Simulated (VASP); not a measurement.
# Li2S (Fm-3m) in VASP: a series of runs

The runs below take Li2S through single point, with PBE.

All numbers are computed with VASP 6.6.1; they aren't measurements. Logs are shortened: lines on timing, memory, paths and dates and some standing lists are left out, and cuts for length are marked.

### Step 1. The cell of the first run

It takes space group Fm-3m (No. 225, cubic). The conventional cell has a = 5.589 Å, b = 5.589 Å, c = 5.589 Å, α = 90.00°, β = 90.00°, γ = 90.00°. Within 3.2 Å of S (site symmetry m-3m) lie 8 Li at 2.42 Å. Li (site symmetry -43m) has 4 S at 2.42 Å and 6 Li at 2.79 Å within 3.2 Å.

### Step 2. Single point, PBE (14.55 Å³/atom)

INCAR

```
SYSTEM = Li2S
PREC = Accurate ; ENCUT = 750
EDIFF = 1E-6 ; ISMEAR = 0
SIGMA = 0.01 ; LREAL = .False.
LASPH = .True. ; NELM = 120
ALGO = Normal ; ISIF = 2
LWAVE = .False. ; LCHARG = .True.
GGA = PE ; LELF = .True.
LVHAR = .True. ; NBANDS = 13
GGA_COMPAT = .False.
```

KPOINTS

```
Automatic mesh
0
Gamma
  6 6 6
  0 0 0
```

POSCAR

```
Li2S
1.0
    0.0000000000      2.7945913605      2.7945913605
    2.7945913605      0.0000000000      2.7945913605
    2.7945913605      2.7945913605      0.0000000000
S Li
1 2
Direct
    0.0000000000      0.0000000000      0.0000000000
    0.2500000000      0.2500000000      0.2500000000
    0.7500000000      0.7500000000      0.7500000000
```

Potentials or basis: VASP PAW PBE potentials, release 64 (S, Li_sv).

On the command line:

```sh
cat potpaw_PBE.64/S/POTCAR potpaw_PBE.64/Li_sv/POTCAR > POTCAR
mpirun -np 1 vasp_std > vasp.out
```

OUTCAR:

```text
SYSTEM = Li2S
   PREC = Accurate
   ENCUT = 750
   EDIFF = 1E-6
   ISMEAR = 0
   LREAL = .False.
   LASPH = .True.
   NELM = 120
   ISIF = 2
   GGA = PE

 ion  position               nearest neighbor table
   1  0.000  0.000  0.000-   3 2.42   3 2.42   3 2.42   2 2.42   3 2.42   2 2.42   2 2.42   2 2.42

   2  0.250  0.250  0.250-   1 2.42   1 2.42   1 2.42   1 2.42
   3  0.750  0.750  0.750-   1 2.42   1 2.42   1 2.42   1 2.42

  LATTYP: Found a face centered cubic cell.
 ALAT       =     5.5891827210

  Lattice vectors:

 A1 = (   0.0000000000,   2.7945913605,   2.7945913605)
 A2 = (   2.7945913605,   0.0000000000,   2.7945913605)
 A3 = (   2.7945913605,   2.7945913605,   0.0000000000)

Analysis of symmetry for initial positions (statically):
=====================================================================
 Subroutine PRICEL returns:
 Original cell was already a primitive cell.

 Routine SETGRP: Setting up the symmetry group for a
 face centered cubic supercell.

 Subroutine GETGRP returns: Found 48 space group operations
 (whereof 48 operations were pure point group operations)
 out of a pool of 48 trial point group operations.

The static configuration has the point symmetry O_h .

Analysis of symmetry for dynamics (positions and initial velocities):
=====================================================================
 Subroutine PRICEL returns:
 Original cell was already a primitive cell.

 Routine SETGRP: Setting up the symmetry group for a
 face centered cubic supercell.

 Subroutine GETGRP returns: Found 48 space group operations
 (whereof 48 operations were pure point group operations)
 out of a pool of 48 trial point group operations.

The dynamic configuration has the point symmetry O_h .

 Subroutine INISYM returns: Found 48 space group operations
 (whereof 48 operations are pure point group operations),
 and found     1 'primitive' translations

----------------------------------------------------------------------------------------

                                     Primitive cell

  volume of cell :      43.6501

  direct lattice vectors                    reciprocal lattice vectors
     0.000000000  2.794591361  2.794591361    -0.178917035  0.178917035  0.178917035
     2.794591361  0.000000000  2.794591361     0.178917035 -0.178917035  0.178917035
     2.794591361  2.794591361  0.000000000     0.178917035  0.178917035 -0.178917035

  length of vectors
     3.952149003  3.952149003  3.952149003     0.309893395  0.309893395  0.309893395

  position of ions in fractional coordinates (direct lattice)
     0.000000000  0.000000000  0.000000000
     0.250000000  0.250000000  0.250000000
     0.750000000  0.750000000  0.750000000

  ion indices of the primitive-cell ions
   primitive index   ion index
                 1           1
                 2           2
                 3           3

----------------------------------------------------------------------------------------

 KPOINTS: Automatic mesh

Automatic generation of k-mesh.
 Grid dimensions read from file:
 generate k-points for:    6    6    6

 Generating k-lattice:

  Cartesian coordinates                     Fractional coordinates (reciprocal lattice)
    -0.029819506  0.029819506  0.029819506     0.166666667  0.000000000  0.000000000
     0.029819506 -0.029819506  0.029819506     0.000000000  0.166666667  0.000000000
     0.029819506  0.029819506 -0.029819506     0.000000000  0.000000000  0.166666667

  Length of vectors
     0.051648899  0.051648899  0.051648899

  Shift w.r.t. Gamma in fractional coordinates (k-lattice)
     0.000000000  0.000000000  0.000000000

 Subroutine IBZKPT returns following result:
 ===========================================

 Found     16 irreducible k-points:

 Following reciprocal coordinates:
            Coordinates               Weight
  0.000000  0.000000  0.000000      1.000000
  0.166667  0.000000  0.000000      8.000000
  0.333333  0.000000  0.000000      8.000000
  0.500000  0.000000  0.000000      4.000000
  0.166667  0.166667  0.000000      6.000000
  0.333333  0.166667  0.000000     24.000000
[... 8 lines left out ...]
 -0.333333  0.333333  0.166667     24.000000
 -0.333333  0.500000  0.166667     12.000000
   k-points           NKPTS =     16   k-points in BZ     NKDIM =     16   number of bands    NBANDS=     13
   number of dos      NEDOS =    301   number of ions     NIONS =      3
   total plane-waves  NPLWV =  46656
   dimension x,y,z NGX =    36 NGY =   36 NGZ =   36
   dimension x,y,z NGXF=    72 NGYF=   72 NGZF=   72
   ions per type =               1   2
   NGX,Y,Z   is equivalent  to a cutoff of  15.14, 15.14, 15.14 a.u.
   NGXF,Y,Z  is equivalent  to a cutoff of  30.29, 30.29, 30.29 a.u.
 SYSTEM =  Li2S
   PREC   = accura    normal or accurate (medium, high low for compatibility)
   ISTART =      0    job   : 0-new  1-cont  2-samecut
   ICHARG =      2    charge: 1-file 2-atom 10-const
   ISPIN  =      1    spin polarized calculation?
   LNONCOLLINEAR =      F non collinear calculations
   LSORBIT =      F    spin-orbit coupling
   LASPH  =      T    aspherical Exc in radial PAW
   ENCUT  =  750.0 eV  55.12 Ry    7.42 a.u.   8.83  8.83  8.83*2*pi/ulx,y,z
   NELM   =    120;   NELMIN=  2; NELMDL= -5     # of ELM steps
   EDIFF  = 0.1E-05   stopping-criterion for ELM
   LREAL  =      F    real-space projection
   EDIFFG = 0.1E-04   stopping-criterion for IOM
   NSW    =      0    number of steps for IOM
   IBRION =     -1    ionic relax: 0-MD 1-quasi-New 2-CG
   NFREE  =      0    steps in history (QN), initial steepest desc. (CG)
   ISIF   =      2    stress and relaxation
   ISYM   =      2    0-nonsym 1-usesym 2-fastsym
   POTIM  = 0.5000    time-step for ionic-motion
   TEBEG  =    0.0;   TEEND  =   0.0 temperature during run
   PSTRESS=    0.0 pullay stress
   NELECT =      12.0000    total number of electrons
   NUPDOWN=      -1.0000    fix difference up-down
   EMIN   =  10.00;   EMAX   =-10.00  energy-range for DOS
   EFERMI =   0.00;   METHOD = LEGACY
   ISMEAR =     0;   SIGMA  =   0.01  broadening in eV -4-tet -1-fermi 0-gaus
   EFERMI_NEDOS =   21; number of points for ismear=-14 and -15
   IALGO  =     38    algorithm
   IMIX   =      4    mixing-type and parameters
     AMIX     =   0.40;   BMIX     =  1.00
     AMIX_MAG =   1.60;   BMIX_MAG =  1.00
  volume/ion in A,a.u.               =      14.55        98.19
  Fermi-wavevector in a.u.,A,eV,Ry     =   1.064487  2.011588 15.417198  1.133132
  Thomas-Fermi vector in A             =   2.200007
   LORBIT       =      0    0 simple, 1 ext, 2 COOP (PROOUT), +10 PAW based schemes
   GGA     = PE    functional components
   LHFCALC =     F    Hartree Fock is set to
   AEXX    =    0.0000 exact exchange contribution
   IVDW    =     0    specifies the selected vdW correction
   LEPSILON=     F    determine dielectric tensor
   LRPA    =     F    only Hartree local field effects (RPA)
 non-spin polarized calculation
 Gauss-broadening in eV      SIGMA  =   0.01
  energy-cutoff  :      750.00
  volume of cell :       43.65
 maximum number of plane-waves:      2085
   NGX = 17   NGY = 17   NGZ = 17

 number of electron      11.9999996 magnetization

 Free energy of the ion-electron system (eV)
  ---------------------------------------------------
  ext. energy  EPLUGINS =         0.00000000
  ---------------------------------------------------
  free energy    TOTEN  =       -11.97172081 eV

  energy without entropy =      -11.97172081  energy(sigma->0) =      -11.97172081

 E-fermi :   2.0291     XC(G=0):  -8.7282

 val. band max:        1.8297129603   @ k =   0.0000   0.0000   0.0000
 cond. band min:       5.1767447902   @ k =   0.5000   0.5000   0.0000
 fundamental gap:      3.3470318299
 Fermi energy:         2.0290791104

 k-point     1 :       0.0000    0.0000    0.0000
  band No.  band energies     occupation
      1     -42.2401      2.00000
      2     -42.1868      2.00000
      3      -9.3541      2.00000
      4       1.8297      2.00000
      5       1.8297      2.00000
      6       1.8297      2.00000
      7       6.4013      0.00000
      8       8.0823      0.00000
      9       8.0823      0.00000
     10       8.0823      0.00000
     11      13.1591      0.00000
     12      13.1591      0.00000
     13      14.5519      0.00000

 k-point     2 :       0.1667    0.0000    0.0000
  band No.  band energies     occupation
      1     -42.2362      2.00000
      2     -42.1900      2.00000
      3      -9.2465      2.00000
      4       0.8164      2.00000
      5       1.6695      2.00000
      6       1.6695      2.00000
      7       7.0506      0.00000
      8       8.4773      0.00000
      9       8.4773      0.00000
     10       8.7777      0.00000
     11      11.9163      0.00000
     12      11.9163      0.00000
     13      14.8629      0.00000

 k-point     3 :       0.3333    0.0000    0.0000
  band No.  band energies     occupation
      1     -42.2259      2.00000
      2     -42.1992      2.00000
      3      -9.0077      2.00000
      4      -0.6354      2.00000
      5       1.3974      2.00000
      6       1.3974      2.00000
      7       7.8376      0.00000
      8       8.6237      0.00000
      9       8.6237      0.00000
     10      10.0323      0.00000
     11      12.4473      0.00000
     12      12.4473      0.00000
     13      15.6753      0.00000
[... 177 lines left out ...]
 k-point    15 :      -0.3333    0.3333    0.1667
  band No.  band energies     occupation
      1     -42.2120      2.00000
      2     -42.2120      2.00000
      3      -8.7606      2.00000
      4      -0.6945      2.00000
      5       0.1776      2.00000
      6       0.5569      2.00000
      7       7.5485      0.00000
      8       8.9253      0.00000
      9      11.0585      0.00000
     10      11.6038      0.00000
     11      11.8137      0.00000
     12      13.9777      0.00000
     13      15.4809      0.00000

 k-point    16 :      -0.3333    0.5000    0.1667
  band No.  band energies     occupation
      1     -42.2162      2.00000
      2     -42.2075      2.00000
      3      -8.7247      2.00000
      4      -0.2935      2.00000
      5       0.0019      2.00000
      6       0.0787      2.00000
      7       6.5434      0.00000
      8       9.9489      0.00000
      9      10.4357      0.00000
     10      12.1803      0.00000
     11      13.7600      0.00000
     12      14.6817      0.00000
     13      14.7306      0.00000

------------------------ aborting loop because EDIFF is reached ----------------------------------------

  FORCE on cell =-STRESS in cart. coord.  units (eV):
  Direction    XX          YY          ZZ          XY          YZ          ZX
  --------------------------------------------------------------------------------------
  -------------------------------------------------------------------------------------
  Total        0.7359586      0.7359586      0.7359586      0.0000000      0.0000000      0.0000000
  in kB       27.0133851     27.0133851     27.0133851      0.0000000      0.0000000      0.0000000
  external PRESSURE =      27.0133851 kB  Pullay stress =       0.0000000 kB

 VOLUME and BASIS-vectors are now :
 -----------------------------------------------------------------------------
  energy-cutoff  :      750.00
  volume of cell :       43.65
      direct lattice vectors                 reciprocal lattice vectors
     0.000000000  2.794591361  2.794591361    -0.178917035  0.178917035  0.178917035
     2.794591361  0.000000000  2.794591361     0.178917035 -0.178917035  0.178917035
     2.794591361  2.794591361  0.000000000     0.178917035  0.178917035 -0.178917035

 POSITION                                       TOTAL-FORCE (eV/Angst)
 -----------------------------------------------------------------------------------
      0.00000      0.00000      0.00000        -0.000000     -0.000000     -0.000000
      1.39730      1.39730      1.39730        -0.000000     -0.000000     -0.000000
      4.19189      4.19189      4.19189         0.000000      0.000000      0.000000
 -----------------------------------------------------------------------------------
    total drift:                                0.000000      0.000000      0.000000

  FREE ENERGIE OF THE ION-ELECTRON SYSTEM (eV)
  ---------------------------------------------------
  free  energy   TOTEN  =       -11.9717208067 eV

  energy  without entropy=      -11.9717208067  energy(sigma->0) =      -11.97172081
```

Wall time 33 s (1 thread of Intel Xeon 8259CL, shared host); peak memory 0.19 GiB.

Results:

```
Free energy            : -11.9717 eV
Pressure               : 2.7 GPa
Band gap on the k mesh : 3.35 eV (least direct gap 4.57 eV)
```

A k mesh can miss the band edges.

### Step 3. Single point, PBE (15.01 Å³/atom)

This run uses another cell than the first one, of 15.01 Å³/atom.

INCAR

```
ALGO = Normal
EDIFF = 1E-6
ENCUT = 750
GGA = PE
GGA_COMPAT = False
ISIF = 2
ISMEAR = 0
LASPH = True
LCHARG = True
LELF = True
LREAL = False
LVHAR = True
LWAVE = False
NBANDS = 13
NELM = 120
PREC = Accurate
SIGMA = 0.01
```

KPOINTS

```
k-points
0
Gamma
  6 6 6
```

POSCAR

```
Li2S
1.0
    0.0000000000      2.8240102736      2.8240102736
    2.8240102736      0.0000000000      2.8240102736
    2.8240102736      2.8240102736      0.0000000000
S Li
1 2
Direct
    0.0000000000      0.0000000000      0.0000000000
    0.2500000000      0.2500000000      0.2500000000
    0.7500000000      0.7500000000      0.7500000000
```

Potentials or basis: VASP PAW PBE potentials, release 64 (S, Li_sv).

On the command line:

```sh
cat potpaw_PBE.64/S/POTCAR potpaw_PBE.64/Li_sv/POTCAR > POTCAR
mpirun -np 1 vasp_std > vasp.out
```

Run time: 35 s. Hardware: 1 thread of Intel Xeon 8259CL, shared host; peak memory 0.2 GiB.

Results (log left out):

| Quantity | Value |
| --- | --- |
| Free energy | -11.9895 eV |
| Pressure | 1.2 GPa |
| Band gap on the k mesh | 3.37 eV (least direct gap 4.41 eV) |

Levels at points of the mesh, in eV from the valence-band top:
```tsv
k point	band 3	band 4	band 5	band 6	band 7	band 8	band 9	band 10
(0.00, 0.00, 0.00)	-11.10	0.00	0.00	0.00	4.41	6.24	6.24	6.24
(0.50, 0.00, 0.00)	-10.64	-2.96	-0.53	-0.53	6.23	6.59	6.59	8.55
(0.50, 0.50, 0.00)	-10.51	-2.22	-1.47	-1.47	3.37	7.16	11.29	11.29
```

### Step 4. Single point, PBE

This run uses another cell than the first one, of 15.48 Å³/atom.

INCAR is that of step 3.

KPOINTS is that of step 3.

POSCAR

```
Li2S
1.0
    0.0000000000      2.8528286954      2.8528286954
    2.8528286954      0.0000000000      2.8528286954
    2.8528286954      2.8528286954      0.0000000000
S Li
1 2
Direct
    0.0000000000      0.0000000000      0.0000000000
    0.2500000000      0.2500000000      0.2500000000
    0.7500000000      0.7500000000      0.7500000000
```

On the command line:

```sh
cat potpaw_PBE.64/S/POTCAR potpaw_PBE.64/Li_sv/POTCAR > POTCAR
mpirun -np 1 vasp_std > vasp.out
```

It took 36 s on 1 thread of Intel Xeon 8259CL, shared host; peak memory 0.2 GiB.

The run converged. Its results:

- Free energy: -11.9948 eV
- Pressure: -0.1 GPa
- Band gap on the k mesh: 3.39 eV (least direct gap 4.25 eV)

Levels at points of the mesh, in eV from the valence-band top:
```csv
k point,band 2,band 3,band 4,band 5,band 6,band 7,band 8,band 9,band 10,band 11
"(0.00, 0.00, 0.00)",-44.14,-11.01,0.00,0.00,0.00,4.25,6.23,6.23,6.23,11.17
"(0.50, 0.00, 0.00)",-44.16,-10.58,-2.86,-0.50,-0.50,6.08,6.57,6.57,8.39,12.77
"(0.50, 0.50, 0.00)",-44.15,-10.46,-2.16,-1.41,-1.41,3.39,7.07,11.06,11.06,12.05
```

### Step 5. Single point, PBE (15.94 Å³/atom)

This run uses another cell than the first one, of 15.94 Å³/atom.

INCAR

```
PREC     = Accurate       # precision mode
ENCUT    = 750            # plane-wave cutoff, eV
EDIFF    = 1E-6           # SCF threshold, eV
ISMEAR   = 0              # smearing method
SIGMA    = 0.01           # smearing width, eV
LREAL    = False          # projectors in reciprocal space
LASPH    = True           # aspherical terms in the spheres
NELM     = 120            # most SCF steps
ALGO     = Normal         # electronic algorithm
ISIF     = 2              # what is computed and relaxed
LWAVE    = False          # write WAVECAR
LCHARG   = True           # write CHGCAR
GGA      = PE             # functional
LELF     = True           # ELF
LVHAR    = True         
NBANDS   = 13             # bands
GGA_COMPAT= False
```

KPOINTS

```
regular mesh
0
Gamma
  6 6 6
```

POSCAR

```
Li2S
1.0
    0.0000000000      2.8810763611      2.8810763611
    2.8810763611      0.0000000000      2.8810763611
    2.8810763611      2.8810763611      0.0000000000
S Li
1 2
Direct
    0.0000000000      0.0000000000      0.0000000000
    0.2500000000      0.2500000000      0.2500000000
    0.7500000000      0.7500000000      0.7500000000
```

On the command line:

```sh
cat potpaw_PBE.64/S/POTCAR potpaw_PBE.64/Li_sv/POTCAR > POTCAR
mpirun -np 1 vasp_std > vasp.out
```

Wall time 37 s (1 thread of Intel Xeon 8259CL, shared host); peak memory 0.2 GiB.

The run converged. Its results:

```yaml
Free_energy: -11.9896 eV
Pressure: -1.3 GPa
Band_gap_on_the_k_mesh: 3.41 eV (least direct gap 4.10 eV)
```

Levels at points of the mesh, in eV from the valence-band top:
```csv
k point,band 4,band 5,band 6,band 7,band 8,band 9
"(0.00, 0.00, 0.00)",0.00,0.00,0.00,4.10,6.21,6.21
"(0.50, 0.00, 0.00)",-2.77,-0.48,-0.48,5.95,6.56,6.56
"(0.50, 0.50, 0.00)",-2.10,-1.35,-1.35,3.41,6.99,10.85
```

A k mesh can miss the band edges.

### Step 6. The runs side by side

```csv
cell,gap on the mesh (eV),pressure (GPa)
"a = 3.952 Å, angles 60.0°, 3 atoms",3.35,2.7
"a = 3.994 Å, angles 60.0°, 3 atoms",3.37,1.2
"a = 4.035 Å, angles 60.0°, 3 atoms",3.39,-0.1
"a = 4.074 Å, angles 60.0°, 3 atoms",3.41,-1.3
```

Alike in all rows: task single point; level PBE; potentials or basis VASP PAW PBE potentials, release 64 (S, Li_sv); no spin polarisation; k mesh 6 × 6 × 6; cutoff (eV) 750; smearing gaussian 0.01 eV.

Absolute energies hang on the potentials; compare differences alone.
